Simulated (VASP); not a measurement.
Dy2Ti, 3 atoms in the cell. It takes space group I4/mmm (No. 139, tetragonal). The conventional cell has a = 5.342 Å, b = 5.342 Å, c = 5.111 Å, α = 90.00°, β = 90.00°, γ = 90.00°. Within 3.4 Å of Dy (site symmetry mmm) lie 2 Dy at 2.56 Å and 2 Ti at 2.67 Å. Ti (site symmetry 4/mmm) has 4 Dy at 2.67 Å within 3.5 Å. The cell was built from a structure type or drawn by symmetry, and may not be a known phase.

| Item | Value |
| --- | --- |
| Program | VASP 6.6.1 |
| Task | relaxation of cell and atoms |
| Functional | PBE |
| Potentials or basis | VASP PAW PBE potentials, release 64 (Dy_3, Ti_sv), 4f in core |
| Cutoff | 500 eV |
| k mesh | 5 × 5 × 5 |
| Occupations | gaussian, width 0.2 eV |
| Spin | no spin polarisation |
| Dipole correction | no |
| Mended | yes |
| Further INCAR settings | ALGO = Normal; EDIFF = 1e-07; IBRION = 2; EDIFFG = -0.08; NSW = 36; ISIF = 3 |

Potentials or basis: VASP PAW PBE potentials, release 64 (Dy_3, Ti_sv), 4f in core.

The run is started by

```console
$ cat potpaw_PBE.64/Dy_3/POTCAR potpaw_PBE.64/Ti_sv/POTCAR > POTCAR
$ mpirun -np 1 vasp_std > vasp.out
```

Hardware: 1 thread of AMD EPYC 9R45 96-Core Processor (Zen 5) (shared host).

Estimate the wall time of this run.

It took 100 s on 1 thread of AMD EPYC 9R45 96-Core Processor (Zen 5) (shared host), peak memory 0.19 GiB. Counts: scf iterations 71, k points 18, ion steps 5.
